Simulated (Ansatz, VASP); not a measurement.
**ZnO in VASP and in Ansatz**

The input INCAR:

```
  PREC = Accurate
  ENCUT = 1340
  EDIFF = 1E-6
  ISMEAR = 0
  SIGMA = 0.05
  LREAL = False
  LASPH = True
  NELM = 120
  ALGO = Normal
  ISIF = 2
  LWAVE = False
  LCHARG = False
  GGA = CA
  NBANDS = 16
  GGA_COMPAT = False
```

File KPOINTS:

```
regular mesh
0
Gamma
  12 12 12
```

POSCAR

```
ZnO
1.0
    0.0000000000      2.1152059500      2.1152059500
    2.1152059500      0.0000000000      2.1152059500
    2.1152059500      2.1152059500      0.0000000000
Zn O
1 1
Direct
    0.0000000000      0.0000000000      0.0000000000
    0.5000000000      0.5000000000      0.5000000000
```

Input for Ansatz:

```yaml
crystal:
  lattice:
    - [0.0, 2.11520595, 2.11520595]
    - [2.11520595, 0.0, 2.11520595]
    - [2.11520595, 2.11520595, 0.0]
  atoms:
    - { symbol: Zn, position: [0.0, 0.0, 0.0] }
    - { symbol: O, position: [0.5, 0.5, 0.5] }
basis:
  ecutwfc: 420
kpoints:
  mp_grid: { grid: [12, 12, 12] }
hamiltonian:
  xc: lda
scf:
  occupations: { method: gaussian, width: 0.05 }
output:
  forces: true
  stress: true
  eigenvalues: true
```

Change from the starting cell: strain -0.025 along x and y, -0.025 along z, atoms carried along.

Alike in both runs: task single point; functional LDA; k mesh 12 × 12 × 12; occupations gaussian, width 0.05 eV; no spin polarisation.

```csv
,VASP,Ansatz
version,VASP 6.6.1,Ansatz 0.2.0
potentials or method,"VASP PAW LDA potentials, release 64 (Zn, O_h), cutoff 1340 eV","scalar-relativistic, plane waves, PAW"
valence electrons in the cell,18,18
```

```csv
,VASP,Ansatz,Ansatz less VASP
gap on the k mesh at the Fermi level (eV),1.05,1.05,-0.001
least direct gap on the mesh (eV),2.55,2.55,+0.006
pressure (GPa),-1.3,-2.5,-1.25
```

LDA's correlation is that of Perdew and Zunger in VASP and of Perdew and Wang (1992) in Ansatz.
